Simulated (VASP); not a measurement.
# HoNbTe3 (P4/mmm) in VASP: a series of runs

Runs on HoNbTe3. Level: PBE. Tasks: single point.

Program: VASP 6.6.1. These are calculated values, not measurements. Logs are shortened: lines on timing, memory, paths and dates and some standing lists are left out, and cuts for length are marked.

### 1 The cell of the first run

Symmetry: P4/mmm, No. 123, tetragonal system. The conventional cell has a = 3.905 Å, b = 3.905 Å, c = 9.603 Å, α = 90.00°, β = 90.00°, γ = 90.00°. Ho (site symmetry 4/mmm) has 6 Te at 2.76 to 3.19 Å within 3.6 Å. Nb (site symmetry 4/mmm) has 8 Te at 3.20 Å and 4 Nb at 3.91 Å within 4.2 Å. Within 4.3 Å of Te (site symmetry 4mm) lie 1 Ho at 3.19 Å and 4 Nb at 3.20 Å and 9 Te at 3.22 to 4.22 Å. Te (site symmetry 4/mmm) has 4 Ho at 2.76 Å within 3.6 Å.

The cell was built from a structure type or drawn by symmetry, and may not be a known phase.

### 2 Single point, PBE

File INCAR:

```
PREC     = Accurate       # precision mode
ENCUT    = 600            # plane-wave cutoff, eV
EDIFF    = 1E-6           # SCF threshold, eV
ISMEAR   = 0              # smearing method
SIGMA    = 0.1            # smearing width, eV
LREAL    = False          # projectors in reciprocal space
LASPH    = True           # aspherical terms in the spheres
NELM     = 200            # most SCF steps
ALGO     = Normal         # electronic algorithm
ISIF     = 2              # what is computed and relaxed
LWAVE    = False          # write WAVECAR
LCHARG   = False          # write CHGCAR
GGA      = PE             # functional
NBANDS   = 34             # bands
GGA_COMPAT= False        
LMAXMIX  = 6              # l up to which the mixer works
```

File KPOINTS:

```
Automatic mesh
0
Gamma
  4 4 2
```

File POSCAR:

```
HoNbTe3
1.0
    3.9050015922      0.0000000000      0.0000000000
    0.0000000000      3.9050015922      0.0000000000
    0.0000000000      0.0000000000      9.6025127096
Ho Nb Te
1 1 3
Direct
    0.5000000000      0.5000000000      0.0000000000
    0.0000000000      0.0000000000      0.5000000000
    0.5000000000      0.5000000000      0.3324792162
    0.5000000000      0.5000000000      0.6675207838
    0.0000000000      0.0000000000      0.0000000000
```

Potentials or basis: VASP PAW PBE potentials, release 64 (Ho, Nb_sv, Te).

Launch:

```sh
cat potpaw_PBE.64/Ho/POTCAR potpaw_PBE.64/Nb_sv/POTCAR potpaw_PBE.64/Te/POTCAR > POTCAR
mpirun -np 1 vasp_std > vasp.out
```

OUTCAR:

```text
PREC = Accurate
   ENCUT = 600
   EDIFF = 1E-6
   ISMEAR = 0
   LREAL = False
   LASPH = True
   NELM = 200
   ISIF = 2
   GGA = PE

 ion  position               nearest neighbor table
   1  0.500  0.500  0.000-   5 2.76   5 2.76   5 2.76   5 2.76   3 3.19   4 3.19
   2  0.000  0.000  0.500-   3 3.20   4 3.20   3 3.20   4 3.20   3 3.20   4 3.20   3 3.20   4 3.20

   3  0.500  0.500  0.332-   1 3.19   2 3.20   2 3.20   2 3.20   2 3.20   4 3.22
   4  0.500  0.500  0.668-   1 3.19   2 3.20   2 3.20   2 3.20   2 3.20   3 3.22
   5  0.000  0.000  0.000-   1 2.76   1 2.76   1 2.76   1 2.76

  LATTYP: Found a simple tetragonal cell.
 ALAT       =     3.9050015922
 C/A-ratio  =     2.4590291407

  Lattice vectors:

 A1 = (   3.9050015922,   0.0000000000,   0.0000000000)
 A2 = (   0.0000000000,   3.9050015922,   0.0000000000)
 A3 = (   0.0000000000,   0.0000000000,   9.6025127096)

Analysis of symmetry for initial positions (statically):
=====================================================================
 Subroutine PRICEL returns:
 Original cell was already a primitive cell.

 Routine SETGRP: Setting up the symmetry group for a
 simple tetragonal supercell.

 Subroutine GETGRP returns: Found 16 space group operations
 (whereof 16 operations were pure point group operations)
 out of a pool of 16 trial point group operations.

The static configuration has the point symmetry D_4h.

Analysis of symmetry for dynamics (positions and initial velocities):
=====================================================================
 Subroutine PRICEL returns:
 Original cell was already a primitive cell.

 Routine SETGRP: Setting up the symmetry group for a
 simple tetragonal supercell.

 Subroutine GETGRP returns: Found 16 space group operations
 (whereof 16 operations were pure point group operations)
 out of a pool of 16 trial point group operations.

The dynamic configuration has the point symmetry D_4h.

 Subroutine INISYM returns: Found 16 space group operations
 (whereof 16 operations are pure point group operations),
 and found     1 'primitive' translations

----------------------------------------------------------------------------------------

                                     Primitive cell

  volume of cell :     146.4291

  direct lattice vectors                    reciprocal lattice vectors
     3.905001592  0.000000000  0.000000000     0.256081842  0.000000000  0.000000000
     0.000000000  3.905001592  0.000000000     0.000000000  0.256081842  0.000000000
     0.000000000  0.000000000  9.602512710     0.000000000  0.000000000  0.104139409

  length of vectors
     3.905001592  3.905001592  9.602512710     0.256081842  0.256081842  0.104139409

  position of ions in fractional coordinates (direct lattice)
     0.500000000  0.500000000  0.000000000
     0.000000000  0.000000000  0.500000000
     0.500000000  0.500000000  0.332479216
     0.500000000  0.500000000  0.667520784
     0.000000000  0.000000000  0.000000000

  ion indices of the primitive-cell ions
   primitive index   ion index
                 1           1
                 2           2
                 3           3
                 4           4
                 5           5

----------------------------------------------------------------------------------------

 KPOINTS: Automatic mesh

Automatic generation of k-mesh.
 Grid dimensions read from file:
 generate k-points for:    4    4    2

 Generating k-lattice:

  Cartesian coordinates                     Fractional coordinates (reciprocal lattice)
     0.064020460  0.000000000  0.000000000     0.250000000  0.000000000  0.000000000
     0.000000000  0.064020460  0.000000000     0.000000000  0.250000000  0.000000000
     0.000000000  0.000000000  0.052069705     0.000000000  0.000000000  0.500000000

  Length of vectors
     0.064020460  0.064020460  0.052069705

  Shift w.r.t. Gamma in fractional coordinates (k-lattice)
     0.000000000  0.000000000  0.000000000

 Subroutine IBZKPT returns following result:
 ===========================================

 Found     12 irreducible k-points:

 Following reciprocal coordinates:
            Coordinates               Weight
  0.000000  0.000000  0.000000      1.000000
  0.250000  0.000000  0.000000      4.000000
  0.500000  0.000000  0.000000      2.000000
  0.250000  0.250000  0.000000      4.000000
  0.500000  0.250000  0.000000      4.000000
  0.500000  0.500000  0.000000      1.000000
  0.000000  0.000000  0.500000      1.000000
  0.250000  0.000000  0.500000      4.000000
  0.500000  0.000000  0.500000      2.000000
  0.250000  0.250000  0.500000      4.000000
  0.500000  0.250000  0.500000      4.000000
  0.500000  0.500000  0.500000      1.000000
   k-points           NKPTS =     12   k-points in BZ     NKDIM =     12   number of bands    NBANDS=     34
   number of dos      NEDOS =    301   number of ions     NIONS =      5
   total plane-waves  NPLWV =  81920
   dimension x,y,z NGX =    32 NGY =   32 NGZ =   80
   dimension x,y,z NGXF=    64 NGYF=   64 NGZF=  160
   ions per type =               1   1   3
   NGX,Y,Z   is equivalent  to a cutoff of  13.62, 13.62, 13.85 a.u.
   NGXF,Y,Z  is equivalent  to a cutoff of  27.25, 27.25, 27.70 a.u.
 SYSTEM =  unknown system
   PREC   = accura    normal or accurate (medium, high low for compatibility)
   ISTART =      0    job   : 0-new  1-cont  2-samecut
   ICHARG =      2    charge: 1-file 2-atom 10-const
   ISPIN  =      1    spin polarized calculation?
   LNONCOLLINEAR =      F non collinear calculations
   LSORBIT =      F    spin-orbit coupling
   LASPH  =      T    aspherical Exc in radial PAW
   ENCUT  =  600.0 eV  44.10 Ry    6.64 a.u.   7.80  7.80 19.18*2*pi/ulx,y,z
   NELM   =    200;   NELMIN=  2; NELMDL= -5     # of ELM steps
   EDIFF  = 0.1E-05   stopping-criterion for ELM
   LREAL  =      F    real-space projection
   EDIFFG = 0.1E-04   stopping-criterion for IOM
   NSW    =      0    number of steps for IOM
   IBRION =     -1    ionic relax: 0-MD 1-quasi-New 2-CG
   NFREE  =      0    steps in history (QN), initial steepest desc. (CG)
   ISIF   =      2    stress and relaxation
   ISYM   =      2    0-nonsym 1-usesym 2-fastsym
   POTIM  = 0.5000    time-step for ionic-motion
   TEBEG  =    0.0;   TEEND  =   0.0 temperature during run
   PSTRESS=    0.0 pullay stress
   NELECT =      52.0000    total number of electrons
   NUPDOWN=      -1.0000    fix difference up-down
   EMIN   =  10.00;   EMAX   =-10.00  energy-range for DOS
   EFERMI =   0.00;   METHOD = LEGACY
   ISMEAR =     0;   SIGMA  =   0.10  broadening in eV -4-tet -1-fermi 0-gaus
   EFERMI_NEDOS =   21; number of points for ismear=-14 and -15
   IALGO  =     38    algorithm
   IMIX   =      4    mixing-type and parameters
     AMIX     =   0.40;   BMIX     =  1.00
     AMIX_MAG =   1.60;   BMIX_MAG =  1.00
  volume/ion in A,a.u.               =      29.29       197.63
  Fermi-wavevector in a.u.,A,eV,Ry     =   1.159312  2.190781 18.286275  1.344003
  Thomas-Fermi vector in A             =   2.295905
   LORBIT       =      0    0 simple, 1 ext, 2 COOP (PROOUT), +10 PAW based schemes
   GGA     = PE    functional components
   LHFCALC =     F    Hartree Fock is set to
   AEXX    =    0.0000 exact exchange contribution
   IVDW    =     0    specifies the selected vdW correction
   LEPSILON=     F    determine dielectric tensor
   LRPA    =     F    only Hartree local field effects (RPA)
 non-spin polarized calculation
 Gauss-broadening in eV      SIGMA  =   0.10
  energy-cutoff  :      600.00
  volume of cell :      146.43
 maximum number of plane-waves:      4904
 NGX is ok and might be reduce to    32
   NGX = 15   NGY = 15   NGZ = 39

 number of electron      52.0000003 magnetization

 Free energy of the ion-electron system (eV)
  ---------------------------------------------------
  ext. energy  EPLUGINS =         0.00000000
  ---------------------------------------------------
  free energy    TOTEN  =       -25.13373794 eV

  energy without entropy =      -24.92523077  energy(sigma->0) =      -25.02948436

 E-fermi :   6.0566     XC(G=0):  -9.8515

 val. band max:        6.0551570707   @ k =   0.5000   0.5000   0.0000
 cond. band min:       6.0589163260   @ k =   0.2500   0.0000   0.5000
 fundamental gap:      0.0037592553
 Fermi energy:         6.0566327411

 k-point     1 :       0.0000    0.0000    0.0000
  band No.  band energies     occupation
      1     -49.8646      2.00000
      2     -40.2310      2.00000
      3     -25.8997      2.00000
      4     -25.8997      2.00000
      5     -25.7433      2.00000
      6     -15.6442      2.00000
[... 26 lines left out ...]
     33       8.1012      0.00000
     34       8.4588      0.00000

 k-point     2 :       0.2500    0.0000    0.0000
  band No.  band energies     occupation
      1     -49.8638      2.00000
      2     -40.2278      2.00000
      3     -25.9198      2.00000
      4     -25.8979      2.00000
      5     -25.7410      2.00000
      6     -15.7958      2.00000
[... 26 lines left out ...]
     33       8.2955      0.00000
     34       9.7306      0.00000

 k-point     3 :       0.5000    0.0000    0.0000
  band No.  band energies     occupation
      1     -49.8629      2.00000
      2     -40.2246      2.00000
      3     -25.9399      2.00000
      4     -25.8960      2.00000
      5     -25.7387      2.00000
      6     -15.9395      2.00000
[... 26 lines left out ...]
     33       9.6007      0.00000
     34      10.2935      0.00000
[... 260 lines left out ...]
 k-point    11 :       0.5000    0.2500    0.5000
  band No.  band energies     occupation
      1     -49.8621      2.00000
      2     -40.2204      2.00000
      3     -25.9368      2.00000
      4     -25.9149      2.00000
      5     -25.7367      2.00000
      6     -15.8889      2.00000
[... 26 lines left out ...]
     33       8.3200      0.00000
     34       8.9345      0.00000

 k-point    12 :       0.5000    0.5000    0.5000
  band No.  band energies     occupation
      1     -49.8613      2.00000
      2     -40.2162      2.00000
      3     -25.9338      2.00000
      4     -25.9338      2.00000
      5     -25.7347      2.00000
      6     -15.8371      2.00000
[... 26 lines left out ...]
     33       8.1315      0.00000
     34       8.1402      0.00000

------------------------ aborting loop because EDIFF is reached ----------------------------------------

  FORCE on cell =-STRESS in cart. coord.  units (eV):
  Direction    XX          YY          ZZ          XY          YZ          ZX
  --------------------------------------------------------------------------------------
  -------------------------------------------------------------------------------------
  Total       -0.5861865     -0.5861865      0.8537845      0.0000000      0.0000000      0.0000000
  in kB       -6.4138545     -6.4138545      9.3418212      0.0000000      0.0000000      0.0000000
  external PRESSURE =      -1.1619626 kB  Pullay stress =       0.0000000 kB

 VOLUME and BASIS-vectors are now :
 -----------------------------------------------------------------------------
  energy-cutoff  :      600.00
  volume of cell :      146.43
      direct lattice vectors                 reciprocal lattice vectors
     3.905001592  0.000000000  0.000000000     0.256081842  0.000000000  0.000000000
     0.000000000  3.905001592  0.000000000     0.000000000  0.256081842  0.000000000
     0.000000000  0.000000000  9.602512710     0.000000000  0.000000000  0.104139409

 POSITION                                       TOTAL-FORCE (eV/Angst)
 -----------------------------------------------------------------------------------
      1.95250      1.95250      0.00000        -0.000000     -0.000000      0.000000
      0.00000      0.00000      4.80126        -0.000000     -0.000000      0.000000
      1.95250      1.95250      3.19264         0.000000      0.000000      0.146904
      1.95250      1.95250      6.40988        -0.000000     -0.000000     -0.146904
      0.00000      0.00000      0.00000        -0.000000     -0.000000      0.000000
 -----------------------------------------------------------------------------------
    total drift:                                0.000000     -0.000000     -0.000000

  FREE ENERGIE OF THE ION-ELECTRON SYSTEM (eV)
  ---------------------------------------------------
  free  energy   TOTEN  =       -25.1337379412 eV

  energy  without entropy=      -24.9252307726  energy(sigma->0) =      -25.02948436
```

It took 12 min on 1 thread of AMD EPYC 9R14 (Zen 4), shared host; peak memory 0.29 GiB.

What came out:

```
Free energy            : -25.1337 eV
Pressure               : -0.1 GPa
Largest force          : 0.147 eV/Å
Band gap on the k mesh : zero (bands 26 and 27 overlap by 0.11 eV)
```

Forces in eV/Å, atoms in the order of the input:
```
Ho   0.000  0.000  0.000
Nb   0.000  0.000  0.000
Te   0.000  0.000  0.147
Te   0.000  0.000 -0.147
Te   0.000  0.000  0.000
```

Stress tensor (GPa, compression positive):
```
-0.64  0.00  0.00
 0.00 -0.64  0.00
 0.00  0.00  0.93
```

Caveat: the k points lie up to 0.40 Å⁻¹ apart; spin-orbit coupling is left out, which moves the levels of the heavy elements; semilocal functionals describe open f shells poorly, which spoils levels, moments and volumes.

### 3 Single point, PBE

This run uses another cell than the first one, of 33.55 Å³/atom.

File INCAR:

```
ALGO     = Normal         # electronic algorithm
EDIFF    = 1E-6           # SCF threshold, eV
ENCUT    = 600            # plane-wave cutoff, eV
GGA      = PE             # functional
GGA_COMPAT= F            
ISIF     = 2              # what is computed and relaxed
ISMEAR   = 0              # smearing method
LASPH    = T              # aspherical terms in the spheres
LCHARG   = F              # write CHGCAR
LMAXMIX  = 6              # l up to which the mixer works
LREAL    = F              # projectors in reciprocal space
LWAVE    = F              # write WAVECAR
NBANDS   = 34             # bands
NELM     = 200            # most SCF steps
PREC     = Accurate       # precision mode
SIGMA    = 0.1            # smearing width, eV
```

File KPOINTS:

```
k-points
0
Gamma
  4 4 2
```

File POSCAR:

```
HoNbTe3
1.0
    4.6355788200      0.0000000000      0.0000000000
    0.0000000000      4.6355788200      0.0000000000
    0.0000000000      0.0000000000      7.8058337500
Ho Nb Te
1 1 3
Direct
    0.5000000000      0.5000000000      0.0000000000
    0.0000000000      0.0000000000      0.5000000000
    0.5000000000      0.5000000000      0.3378728900
    0.5000000000      0.5000000000      0.6621271100
    0.0000000000      0.0000000000      0.0000000000
```

Potentials or basis: VASP PAW PBE potentials, release 64 (Ho, Nb_sv, Te).

Launch:

```sh
cat potpaw_PBE.64/Ho/POTCAR potpaw_PBE.64/Nb_sv/POTCAR potpaw_PBE.64/Te/POTCAR > POTCAR
mpirun -np 1 vasp_std > vasp.out
```

OUTCAR:

```text
EDIFF = 1E-6
   ENCUT = 600
   GGA = PE
   ISIF = 2
   ISMEAR = 0
   LASPH = T
   LREAL = F
   NELM = 200
   PREC = Accurate

 ion  position               nearest neighbor table
   1  0.500  0.500  0.000-   3 2.64   4 2.64   5 3.28   5 3.28   5 3.28   5 3.28
   2  0.000  0.000  0.500-
   3  0.500  0.500  0.338-   4 2.53   1 2.64
   4  0.500  0.500  0.662-   3 2.53   1 2.64
   5  0.000  0.000  0.000-   1 3.28   1 3.28   1 3.28   1 3.28
[... 633 lines left out ...]
  Direction    XX          YY          ZZ          XY          YZ          ZX
  --------------------------------------------------------------------------------------
  -------------------------------------------------------------------------------------
  Total      -10.3772215    -10.3772215     22.2162752      0.0000000      0.0000000      0.0000000
  in kB      -99.1207168    -99.1207168    212.2045013      0.0000000      0.0000000      0.0000000
  external PRESSURE =       4.6543559 kB  Pullay stress =       0.0000000 kB

 VOLUME and BASIS-vectors are now :
 -----------------------------------------------------------------------------
  energy-cutoff  :      600.00
  volume of cell :      167.74
      direct lattice vectors                 reciprocal lattice vectors
     4.635578820  0.000000000  0.000000000     0.215722791  0.000000000  0.000000000
     0.000000000  4.635578820  0.000000000     0.000000000  0.215722791  0.000000000
     0.000000000  0.000000000  7.805833750     0.000000000  0.000000000  0.128109313

 POSITION                                       TOTAL-FORCE (eV/Angst)
 -----------------------------------------------------------------------------------
      2.31779      2.31779      0.00000         0.000000     -0.000000     -0.000000
      0.00000      0.00000      3.90292         0.000000     -0.000000     -0.000000
      2.31779      2.31779      2.63738         0.000000      0.000000     -0.817746
      2.31779      2.31779      5.16845         0.000000      0.000000      0.817746
      0.00000      0.00000      0.00000         0.000000     -0.000000     -0.000000
 -----------------------------------------------------------------------------------
    total drift:                               -0.000000     -0.000000     -0.000000

  FREE ENERGIE OF THE ION-ELECTRON SYSTEM (eV)
  ---------------------------------------------------
  free  energy   TOTEN  =       -20.5750431623 eV

  energy  without entropy=      -20.3214642276  energy(sigma->0) =      -20.44825369
```

It took 6.6 min on 1 thread of AMD EPYC 9R14 (Zen 4), shared host; peak memory 0.34 GiB.

Results:

```yaml
Free_energy: -20.5750 eV
Pressure: 0.5 GPa
Largest_force: 0.818 eV/Å
Band_gap_on_the_k_mesh: zero (bands 26 and 27 overlap by 0.04 eV)
```

Forces on the atoms (eV/Å):
```
Ho   0.000  0.000  0.000
Nb   0.000  0.000  0.000
Te   0.000  0.000 -0.818
Te   0.000  0.000  0.818
Te   0.000  0.000  0.000
```

Caveat: the k points lie up to 0.40 Å⁻¹ apart; spin-orbit coupling is left out, which moves the levels of the heavy elements; semilocal functionals describe open f shells poorly, which spoils levels, moments and volumes.
